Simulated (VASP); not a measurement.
Wanted: the native input for a VASP 6.6.1 run.

```
Task                   : single point
Functional             : RPBE
Potentials or basis    : VASP PAW PBE potentials, release 64 (Tl_d)
Cutoff                 : 520 eV
k mesh                 : 11 × 11 × 3
Occupations            : fermi-dirac, width 0.1 eV
Spin                   : no spin polarisation
Dipole correction      : no
Further INCAR settings : ALGO = Normal; EDIFF = 1e-07; NBANDS = 34
```

The structure of Tl lies in POSCAR:

```
Tl
1.0
    3.5940987825      0.0000000000      0.0000000000
   -1.7970493913      3.1125808494      0.0000000000
    0.0000000000      0.0000000000     11.5115439966
Tl
4
Direct
    0.0000000000      1.0000000000      0.0000000000
    0.0000000000      0.0000000000      0.5000000000
    0.3333333333      0.6666666667      0.2500000000
    0.6666666667      0.3333333333      0.7500000000
```

This cell differs from its parent crystal: volume scaled by 0.96.

One way to write it, as run:

INCAR

```
PREC = Accurate ; ENCUT = 520
EDIFF = 1E-7 ; ISMEAR = -1
SIGMA = 0.1 ; LREAL = False
LASPH = True ; NELM = 80
ALGO = Normal ; ISIF = 2
LWAVE = False ; LCHARG = False
GGA = RP ; NBANDS = 34
```

KPOINTS

```
Automatic mesh
0
Gamma
  11 11 3
```

Potentials or basis: VASP PAW PBE potentials, release 64 (Tl_d).

Command:

```sh
$ cat potpaw_PBE.64/Tl_d/POTCAR > POTCAR
$ mpirun -np 1 vasp_std > vasp.out
```

Results of the run:

```yaml
Pressure: 0.8 GPa
Band_gap_on_the_k_mesh: zero (band 26 reaches 8.59 eV, above the bottom of band 27 at 4.70 eV)
```

Caveat: the PAW data sets were made with another functional, which shifts forces and pressure a little; spin-orbit coupling is left out, which moves the levels of the heavy elements.

Run time: 88 s on 1 thread of AMD EPYC 7R43 64-Core Processor (Zen 3), with other jobs on the host, peak memory 0.26 GiB.
